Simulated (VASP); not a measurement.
# Cu (Cmcm) in VASP: single point with PBEsol

Aim: the single point of Cu with PBEsol.

Program: VASP 6.6.1. These are calculated values, not measurements. Logs are shortened: lines on timing, memory, paths and dates and some standing lists are left out, and cuts for length are marked.

## Step 1: The cell of the first run

Symmetry: Cmcm, No. 63, orthorhombic system. Conventional cell: a = 2.437 Å, b = 7.953 Å, c = 2.475 Å, α = 90.00°, β = 90.00°, γ = 90.00°. Within 3.2 Å of Cu (site symmetry m2m) lie 10 Cu at 2.44 to 2.54 Å.

## Step 2: Single point, PBEsol

Input file INCAR:

```
SYSTEM = Cu
PREC = Accurate ; ENCUT = 600
EDIFF = 1E-6 ; ISMEAR = 1
SIGMA = 0.1 ; LREAL = .FALSE.
LASPH = .TRUE. ; NELM = 120
ALGO = Normal ; ISIF = 2
LWAVE = .FALSE. ; LCHARG = .FALSE.
GGA = PS ; NBANDS = 18
GGA_COMPAT = .FALSE.
```

Input file KPOINTS:

```
Automatic mesh
0
G
  13 13 12
  0 0 0
```

Input file POSCAR:

```
Cu
1.0
    1.2184640000     -3.9763780000      0.0000000000
    1.2184640000      3.9763780000      0.0000000000
    0.0000000000      0.0000000000      2.4754960000
Cu
2
Direct
    0.1338670000      0.8661330000      0.2500000000
    0.8661330000      0.1338670000      0.7500000000
```

Potentials or basis: VASP PAW PBE potentials, release 64 (Cu).

Run with:

```bash
$ cat potpaw_PBE.64/Cu/POTCAR > POTCAR
$ mpirun -np 1 vasp_std > vasp.out
```

OUTCAR:

```text
SYSTEM = Cu
   PREC = Accurate
   ENCUT = 600
   EDIFF = 1E-6
   ISMEAR = 1
   LREAL = .FALSE.
   LASPH = .TRUE.
   NELM = 120
   ISIF = 2
   GGA = PS

 ion  position               nearest neighbor table
   1  0.134  0.866  0.250-   2 2.46   2 2.46   2 2.54   2 2.54   2 2.54   2 2.54
   2  0.866  0.134  0.750-   1 2.46   1 2.46   1 2.54   1 2.54   1 2.54   1 2.54

  LATTYP: Found a base centered orthorhombic cell.
 ALAT       =     2.4369280000
 B/A-ratio  =     3.2634349476
 C/A-ratio  =     1.0158264832

  Lattice vectors:

 A1 = (   1.2184640000,  -3.9763780000,   0.0000000000)
 A2 = (   1.2184640000,   3.9763780000,   0.0000000000)
 A3 = (   0.0000000000,   0.0000000000,   2.4754960000)

Analysis of symmetry for initial positions (statically):
=====================================================================
 Subroutine PRICEL returns:
 Original cell was already a primitive cell.

 Routine SETGRP: Setting up the symmetry group for a
 base centered orthorhombic supercell.

 Subroutine GETGRP returns: Found  8 space group operations
 (whereof  4 operations were pure point group operations)
 out of a pool of  8 trial point group operations.

The static configuration has the point symmetry C_2h.
 The point group associated with its full space group is D_2h.

Analysis of symmetry for dynamics (positions and initial velocities):
=====================================================================
 Subroutine PRICEL returns:
 Original cell was already a primitive cell.

 Routine SETGRP: Setting up the symmetry group for a
 base centered orthorhombic supercell.

 Subroutine GETGRP returns: Found  8 space group operations
 (whereof  4 operations were pure point group operations)
 out of a pool of  8 trial point group operations.

The dynamic configuration has the point symmetry C_2h.
 The point group associated with its full space group is D_2h.

 Subroutine INISYM returns: Found  8 space group operations
 (whereof  4 operations are pure point group operations),
 and found     1 'primitive' translations

----------------------------------------------------------------------------------------

                                     Primitive cell

  volume of cell :      23.9879

  direct lattice vectors                    reciprocal lattice vectors
     1.218464000 -3.976378000  0.000000000     0.410352706 -0.125742573  0.000000000
     1.218464000  3.976378000  0.000000000     0.410352706  0.125742573  0.000000000
     0.000000000  0.000000000  2.475496000     0.000000000  0.000000000  0.403959449

  length of vectors
     4.158874429  4.158874429  2.475496000     0.429185902  0.429185902  0.403959449

  position of ions in fractional coordinates (direct lattice)
     0.133867000  0.866133000  0.250000000
     0.866133000  0.133867000  0.750000000

  ion indices of the primitive-cell ions
   primitive index   ion index
                 1           1
                 2           2

----------------------------------------------------------------------------------------

 KPOINTS: Automatic mesh

Automatic generation of k-mesh.
 Grid dimensions read from file:
 generate k-points for:   13   13   12

 Generating k-lattice:

  Cartesian coordinates                     Fractional coordinates (reciprocal lattice)
     0.031565593 -0.009672506  0.000000000     0.076923077 -0.000000000  0.000000000
     0.031565593  0.009672506  0.000000000    -0.000000000  0.076923077  0.000000000
     0.000000000  0.000000000  0.033663287     0.000000000  0.000000000  0.083333333

  Length of vectors
     0.033014300  0.033014300  0.033663287

  Shift w.r.t. Gamma in fractional coordinates (k-lattice)
     0.000000000  0.000000000  0.000000000

 Subroutine IBZKPT returns following result:
 ===========================================

 Found    343 irreducible k-points:

 Following reciprocal coordinates:
            Coordinates               Weight
  0.000000  0.000000  0.000000      1.000000
  0.076923  0.000000  0.000000      4.000000
  0.153846  0.000000  0.000000      4.000000
  0.230769  0.000000  0.000000      4.000000
  0.307692  0.000000  0.000000      4.000000
  0.384615 -0.000000  0.000000      4.000000
[... 16 lines left out ...]
  0.384615  0.153846  0.000000      4.000000
  0.461538  0.153846  0.000000      4.000000
 [... further k-points ...]
   k-points           NKPTS =    343   k-points in BZ     NKDIM =    343   number of bands    NBANDS=     18
   number of dos      NEDOS =    301   number of ions     NIONS =      2
   total plane-waves  NPLWV =  25920
   dimension x,y,z NGX =    36 NGY =   36 NGZ =   20
   dimension x,y,z NGXF=    72 NGYF=   72 NGZF=   40
   ions per type =               2
   NGX,Y,Z   is equivalent  to a cutoff of  14.39, 14.39, 13.43 a.u.
   NGXF,Y,Z  is equivalent  to a cutoff of  28.78, 28.78, 26.86 a.u.
 SYSTEM =  Cu
   PREC   = accura    normal or accurate (medium, high low for compatibility)
   ISTART =      0    job   : 0-new  1-cont  2-samecut
   ICHARG =      2    charge: 1-file 2-atom 10-const
   ISPIN  =      1    spin polarized calculation?
   LNONCOLLINEAR =      F non collinear calculations
   LSORBIT =      F    spin-orbit coupling
   LASPH  =      T    aspherical Exc in radial PAW
   ENCUT  =  600.0 eV  44.10 Ry    6.64 a.u.   8.31  8.31  4.94*2*pi/ulx,y,z
   NELM   =    120;   NELMIN=  2; NELMDL= -5     # of ELM steps
   EDIFF  = 0.1E-05   stopping-criterion for ELM
   LREAL  =      F    real-space projection
   EDIFFG = 0.1E-04   stopping-criterion for IOM
   NSW    =      0    number of steps for IOM
   IBRION =     -1    ionic relax: 0-MD 1-quasi-New 2-CG
   NFREE  =      0    steps in history (QN), initial steepest desc. (CG)
   ISIF   =      2    stress and relaxation
   ISYM   =      2    0-nonsym 1-usesym 2-fastsym
   POTIM  = 0.5000    time-step for ionic-motion
   TEBEG  =    0.0;   TEEND  =   0.0 temperature during run
   PSTRESS=    0.0 pullay stress
   NELECT =      22.0000    total number of electrons
   NUPDOWN=      -1.0000    fix difference up-down
   EMIN   =  10.00;   EMAX   =-10.00  energy-range for DOS
   EFERMI =   0.00;   METHOD = LEGACY
   ISMEAR =     1;   SIGMA  =   0.10  broadening in eV -4-tet -1-fermi 0-gaus
   EFERMI_NEDOS =   21; number of points for ismear=-14 and -15
   IALGO  =     38    algorithm
   IMIX   =      4    mixing-type and parameters
     AMIX     =   0.40;   BMIX     =  1.00
     AMIX_MAG =   1.60;   BMIX_MAG =  1.00
  volume/ion in A,a.u.               =      11.99        80.94
  Fermi-wavevector in a.u.,A,eV,Ry     =   1.590565  3.005733 34.421356  2.529898
  Thomas-Fermi vector in A             =   2.689241
   LORBIT       =      0    0 simple, 1 ext, 2 COOP (PROOUT), +10 PAW based schemes
   GGA     = PS    functional components
   LHFCALC =     F    Hartree Fock is set to
   AEXX    =    0.0000 exact exchange contribution
   IVDW    =     0    specifies the selected vdW correction
   LEPSILON=     F    determine dielectric tensor
   LRPA    =     F    only Hartree local field effects (RPA)
 non-spin polarized calculation
 Methfessel and Paxton  Order N= 1 SIGMA  =   0.10
  energy-cutoff  :      600.00
  volume of cell :       23.99
 maximum number of plane-waves:       814
 NGX is ok and might be reduce to    36
   NGX = 17   NGY = 17   NGZ =  9

 number of electron      22.0000013 magnetization

 Free energy of the ion-electron system (eV)
  ---------------------------------------------------
  ext. energy  EPLUGINS =         0.00000000
  ---------------------------------------------------
  free energy    TOTEN  =        -8.30259903 eV

  energy without entropy =       -8.30256394  energy(sigma->0) =       -8.30258733

 E-fermi :   7.1909     XC(G=0): -12.7842

 val. band max:        7.1875901981   @ k =   0.0000   0.0000   0.5000
 cond. band min:       7.1966213335   @ k =  -0.2308   0.1538   0.5000
 fundamental gap:      0.0090311353
 Fermi energy:         7.1909100625

 k-point     1 :       0.0000    0.0000    0.0000
  band No.  band energies     occupation
      1      -2.0684      2.00000
      2       2.2373      2.00000
      3       2.9978      2.00000
      4       3.4783      2.00000
      5       4.1876      2.00000
      6       4.4522      2.00000
[... 10 lines left out ...]
     17      26.7702      0.00000
     18      28.7474      0.00000

 k-point     2 :       0.0769    0.0000    0.0000
  band No.  band energies     occupation
      1      -1.8975      2.00000
      2       2.3020      2.00000
      3       3.0619      2.00000
      4       3.5371      2.00000
      5       4.2070      2.00000
      6       4.4456      2.00000
[... 10 lines left out ...]
     17      27.3351      0.00000
     18      30.4977      0.00000

 k-point     3 :       0.1538    0.0000    0.0000
  band No.  band energies     occupation
      1      -1.3949      2.00000
      2       2.4681      2.00000
      3       3.2384      2.00000
      4       3.6981      2.00000
      5       4.2601      2.00000
      6       4.2893      2.00000
[... 10 lines left out ...]
     17      27.6230      0.00000
     18      30.9132      0.00000

 k-point     4 :       0.2308    0.0000    0.0000
  band No.  band energies     occupation
      1      -0.5964      2.00000
      2       2.6650      2.00000
      3       3.4580      2.00000
      4       3.6747      2.00000
      5       4.1237      2.00000
      6       4.3301      2.00000
[... 10 lines left out ...]
     17      27.9359      0.00000
     18      31.1934      0.00000

 k-point     5 :       0.3077    0.0000    0.0000
  band No.  band energies     occupation
      1       0.4112      2.00000
      2       2.7828      2.00000
      3       3.4086      2.00000
      4       3.6573      2.00000
      5       4.2267      2.00000
      6       4.3903      2.00000
[... 10 lines left out ...]
     17      28.2855      0.00000
     18      29.1623      0.00000

 k-point     6 :       0.3846   -0.0000    0.0000
  band No.  band energies     occupation
      1       1.4181      2.00000
      2       2.7173      2.00000
      3       3.3822      2.00000
      4       3.8702      2.00000
      5       4.2131      2.00000
      6       4.4203      2.00000
[... 10 lines left out ...]
     17      27.1319      0.00000
     18      28.9611      0.00000

 k-point     7 :       0.4615    0.0000    0.0000
  band No.  band energies     occupation
      1       2.0507      2.00000
      2       2.6030      2.00000
      3       3.4485      2.00000
      4       4.0847      2.00000
      5       4.2793      2.00000
      6       4.4327      2.00000
[... 10 lines left out ...]
     17      28.9074      0.00000
     18      29.4372      0.00000

 k-point     8 :       0.0769    0.0769    0.0000
  band No.  band energies     occupation
      1      -1.4522      2.00000
      2       2.4763      2.00000
      3       3.2693      2.00000
      4       3.6679      2.00000
      5       4.2422      2.00000
      6       4.3574      2.00000
[... 10 lines left out ...]
     17      27.5980      0.00000
     18      31.1315      0.00000
[... 229 lines left out ...]
     17      27.0913      0.00000
     18      28.6883      0.00000

 k-point    20 :       0.1538    0.1538    0.0000
  band No.  band energies     occupation
      1       0.2230      2.00000
      2       2.8767      2.00000
      3       3.3484      2.00000
      4       3.6661      2.00000
      5       4.2696      2.00000
      6       4.3383      2.00000
[... 10 lines left out ...]
     17      28.2513      0.00000
     18      32.0874      0.00000

 k-point    21 :       0.2308    0.1538    0.0000
  band No.  band energies     occupation
      1       1.2248      2.00000
      2       2.9515      2.00000
      3       3.1729      2.00000
      4       3.6665      2.00000
      5       4.2668      2.00000
      6       4.3541      2.00000
[... 10 lines left out ...]
     17      28.7042      0.00000
     18      29.4908      0.00000

 k-point    22 :       0.3077    0.1538    0.0000
  band No.  band energies     occupation
      1       1.9476      2.00000
      2       2.8196      2.00000
      3       3.2911      2.00000
      4       3.7423      2.00000
      5       4.1948      2.00000
      6       4.3584      2.00000
[... 10 lines left out ...]
     17      28.5115      0.00000
     18      29.2967      0.00000

 k-point    23 :       0.3846    0.1538    0.0000
  band No.  band energies     occupation
      1       2.1455      2.00000
      2       2.5992      2.00000
      3       3.5030      2.00000
      4       3.9261      2.00000
      5       4.0977      2.00000
      6       4.3916      2.00000
[... 10 lines left out ...]
     17      29.4894      0.00000
     18      29.6259      0.00000

 k-point    24 :       0.4615    0.1538    0.0000
  band No.  band energies     occupation
      1       1.7953      2.00000
      2       2.4919      2.00000
      3       3.5632      2.00000
      4       3.9279      2.00000
      5       4.0561      2.00000
      6       4.4638      2.00000
[... 10 lines left out ...]
     17      28.0571      0.00000
     18      29.0973      0.00000

 [... further k-points ...]

------------------------ aborting loop because EDIFF is reached ----------------------------------------

  FORCE on cell =-STRESS in cart. coord.  units (eV):
  Direction    XX          YY          ZZ          XY          YZ          ZX
  --------------------------------------------------------------------------------------
  -------------------------------------------------------------------------------------
  Total       -0.1168842     -0.1703482     -0.0903939      0.0000000     -0.0000000      0.0000000
  in kB       -7.8068159    -11.3777297     -6.0374966      0.0000000     -0.0000000      0.0000000
  external PRESSURE =      -8.4073474 kB  Pullay stress =       0.0000000 kB

 VOLUME and BASIS-vectors are now :
 -----------------------------------------------------------------------------
  energy-cutoff  :      600.00
  volume of cell :       23.99
      direct lattice vectors                 reciprocal lattice vectors
     1.218464000 -3.976378000  0.000000000     0.410352706 -0.125742573  0.000000000
     1.218464000  3.976378000  0.000000000     0.410352706  0.125742573  0.000000000
     0.000000000  0.000000000  2.475496000     0.000000000  0.000000000  0.403959449

 POSITION                                       TOTAL-FORCE (eV/Angst)
 -----------------------------------------------------------------------------------
      1.21846      2.91177      0.61887         0.000000     -0.012373      0.000000
      1.21846     -2.91177      1.85662         0.000000      0.012373      0.000000
 -----------------------------------------------------------------------------------
    total drift:                                0.000000     -0.000000      0.000000

  FREE ENERGIE OF THE ION-ELECTRON SYSTEM (eV)
  ---------------------------------------------------
  free  energy   TOTEN  =        -8.3025990296 eV

  energy  without entropy=       -8.3025639418  energy(sigma->0) =       -8.30258733
```

Run time: 3.1 min. Hardware: 1 thread of Intel Xeon 8259CL, shared host; peak memory 0.28 GiB.

Results:

```yaml
Free_energy: -8.3026 eV
Pressure: -0.8 GPa
Largest_force: 0.012 eV/Å
Band_gap_on_the_k_mesh: zero (bands 11 and 12 overlap by 5.59 eV)
```

Forces on the atoms (eV/Å):
```
Cu   0.000 -0.012  0.000
Cu   0.000  0.012  0.000
```

Caveat: the PAW data sets were made with another functional, which shifts forces and pressure a little.
